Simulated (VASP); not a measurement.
# GeP5 (P6/mmm) in VASP: notebook, part 2 of 2

VASP 6.6.1. The steps go on from the part before.

### Step 3. Single point, PBE

This run uses another cell than the first one, of 19.06 Å³/atom.

Contents of INCAR:

```
ALGO = Normal ; EDIFF = 1E-7
ENCUT = 520 ; GGA = PE
ISIF = 2 ; ISMEAR = 0
LASPH = True ; LCHARG = False
LREAL = False ; LWAVE = False
NBANDS = 28 ; NELM = 80
PREC = Accurate ; SIGMA = 0.1
```

Contents of KPOINTS:

```
k-points
0
Gamma
  6 6 2
```

Contents of POSCAR:

```
GeP5
1.0
    4.9071255314     -0.0000000034      0.0000000000
   -2.4535627628      4.2496953714      0.0000000000
    0.0000000000      0.0000000000      5.4844377127
Ge P
1 5
Direct
    0.0000000000      0.0000000000      0.0000000000
    0.5000000000      0.0000000000      0.0000000000
    0.0000000000      0.5000000000      0.0000000000
    0.5000000000      0.5000000000      0.0000000000
    0.3333333333      0.6666666667      0.5000000000
    0.6666666667      0.3333333333      0.5000000000
```

Potentials or basis: VASP PAW PBE potentials, release 64 (Ge_d, P).

The run is started by

```sh
$ cat potpaw_PBE.64/Ge_d/POTCAR potpaw_PBE.64/P/POTCAR > POTCAR
$ mpirun -np 1 vasp_std > vasp.out
```

OUTCAR:

```text
EDIFF = 1E-7
   ENCUT = 520
   GGA = PE
   ISIF = 2
   ISMEAR = 0
   LASPH = True
   LREAL = False
   NELM = 80
   PREC = Accurate

 ion  position               nearest neighbor table
   1  0.000  0.000  0.000-   4 2.45   4 2.45   3 2.45   3 2.45   2 2.45   2 2.45
   2  0.500  0.000  0.000-   3 2.45   3 2.45   4 2.45   4 2.45   1 2.45   1 2.45
   3  0.000  0.500  0.000-   2 2.45   2 2.45   1 2.45   1 2.45   4 2.45   4 2.45
   4  0.500  0.500  0.000-   1 2.45   1 2.45   2 2.45   2 2.45   3 2.45   3 2.45
[... 630 lines left out ...]
  -------------------------------------------------------------------------------------
  Total        0.0472461      0.0472461      0.0020878     -0.0000000      0.0000000      0.0000000
  in kB        0.6618504      0.6618504      0.0292470     -0.0000000      0.0000000      0.0000000
  external PRESSURE =       0.4509826 kB  Pullay stress =       0.0000000 kB

 VOLUME and BASIS-vectors are now :
 -----------------------------------------------------------------------------
  energy-cutoff  :      520.00
  volume of cell :      114.37
      direct lattice vectors                 reciprocal lattice vectors
     4.907125531 -0.000000003  0.000000000     0.203785290  0.117655492  0.000000000
    -2.453562763  4.249695371  0.000000000     0.000000000  0.235310984  0.000000000
     0.000000000  0.000000000  5.484437713     0.000000000  0.000000000  0.182334097

 POSITION                                       TOTAL-FORCE (eV/Angst)
 -----------------------------------------------------------------------------------
      0.00000      0.00000      0.00000        -0.000000     -0.000000      0.000000
      2.45356     -0.00000      0.00000        -0.000000     -0.000000      0.000000
     -1.22678      2.12485      0.00000        -0.000000     -0.000000      0.000000
      1.22678      2.12485      0.00000        -0.000000     -0.000000      0.000000
      0.00000      2.83313      2.74222        -0.000000      0.000000      0.000000
      2.45356      1.41657      2.74222         0.000000      0.000000      0.000000
 -----------------------------------------------------------------------------------
    total drift:                               -0.000000     -0.000000      0.000000

  FREE ENERGIE OF THE ION-ELECTRON SYSTEM (eV)
  ---------------------------------------------------
  free  energy   TOTEN  =       -25.0235200700 eV

  energy  without entropy=      -25.0085786095  energy(sigma->0) =      -25.01604934
```

OSZICAR:

```text
N       E                     dE             d eps       ncg     rms          rms(c)
DAV:   1     0.265839129612E+03    0.26584E+03   -0.17369E+04  1028   0.202E+03
DAV:   2     0.123227849451E+02   -0.25352E+03   -0.24251E+03   900   0.577E+02
DAV:   3    -0.234123122320E+02   -0.35735E+02   -0.34873E+02   972   0.116E+02
DAV:   4    -0.251271009653E+02   -0.17148E+01   -0.16940E+01   932   0.282E+01
DAV:   5    -0.251772750674E+02   -0.50174E-01   -0.50013E-01  1032   0.505E+00    0.944E+00
DAV:   6    -0.250532711214E+02    0.12400E+00   -0.23347E-01  1080   0.354E+00    0.548E+00
DAV:   7    -0.250246279028E+02    0.28643E-01   -0.78452E-02  1016   0.147E+00    0.804E-01
DAV:   8    -0.250233882220E+02    0.12397E-02   -0.73947E-03  1012   0.723E-01    0.180E-01
DAV:   9    -0.250234753303E+02   -0.87108E-04   -0.75183E-04   952   0.169E-01    0.101E-01
DAV:  10    -0.250235189231E+02   -0.43593E-04   -0.11327E-04   932   0.811E-02    0.353E-02
DAV:  11    -0.250235189656E+02   -0.42493E-07   -0.16813E-05  1080   0.386E-02    0.696E-03
DAV:  12    -0.250235196457E+02   -0.68007E-06   -0.34696E-06   896   0.860E-03    0.241E-03
DAV:  13    -0.250235200025E+02   -0.35682E-06   -0.59213E-07   920   0.403E-03    0.675E-04
DAV:  14    -0.250235200700E+02   -0.67448E-07   -0.35614E-08   584   0.102E-03
   1 F= -.25023520E+02 E0= -.25016049E+02  d E =-.149415E-01
```

stdout:

```text
POSCAR found type information on POSCAR GeP
 POSCAR found :  2 types and       6 ions
 scaLAPACK will be used
 LDA part: xc-table for (Slater+PW92), standard interpolation
 POSCAR, INCAR and KPOINTS ok, starting setup
 FFT: planning ... GRIDC
 FFT: planning ... GRID_SOFT
 FFT: planning ... GRID
 WAVECAR not read
 entering main loop
```

Wall time 20 s (1 thread of AMD EPYC 9R45 (Zen 5), shared host); peak memory 0.19 GiB.

Results:

```yaml
Free_energy: -25.0235 eV
Pressure: 0.0 GPa
Band_gap_on_the_k_mesh: zero (an odd number of electrons rules out a gap without spin polarisation)
```

Caveat: the k points lie up to 0.57 Å⁻¹ apart, too coarse for converged energies and pressures of a metal; an odd number of electrons without spin polarisation forces a metal; a magnetic or distorted state may lie lower.
